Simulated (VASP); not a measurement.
**MgO: single point with PBE**

System: MgO, a slab with vacuum.

```xyz
4
Lattice="3.0079 0.0000 0.0000 0.0000 3.0079 0.0000 0.0000 0.0000 18.1269" Properties=species:S:1:pos:R:3 pbc="T T T"
Mg    0.0000    0.0000    8.0295
Mg    1.5040    1.5040   10.0974
O     1.5040    1.5040    7.9697
O     0.0000    0.0000   10.1572
```

* Program: VASP 6.6.1
* Task: single point
* Functional: PBE
* Potentials or basis: VASP PAW PBE potentials, release 64 (Mg, O)
* Cutoff: 520 eV
* k mesh: 10 × 10 × 1, shifted
* Occupations: fermi-dirac, width 0.02 eV
* Spin: no spin polarisation
* Dipole correction: yes
* Further INCAR settings: ALGO = Normal; EDIFF = 1e-07; NBANDS = 16; ISYM = 0

```
Largest force          : 0.029 eV/Å
Band gap on the k mesh : 3.51 eV
```

Forces in eV/Å, atoms in the order of the input:
```
Mg   0.000  0.000  0.029
Mg   0.000  0.000 -0.029
O    0.000  0.000  0.002
O    0.000  0.000 -0.002
```

Levels at points of the mesh, in eV from the valence-band top:
```tsv
k point	band 5	band 6	band 7	band 8	band 9	band 10	band 11	band 12
(0.05, 0.05, 0.00)	-0.66	-0.42	-0.11	0.00	3.51	4.44	5.44	6.36
```

It took 4.3 min on 1 thread of Intel Xeon 8259CL (shared host), peak memory 0.33 GiB.
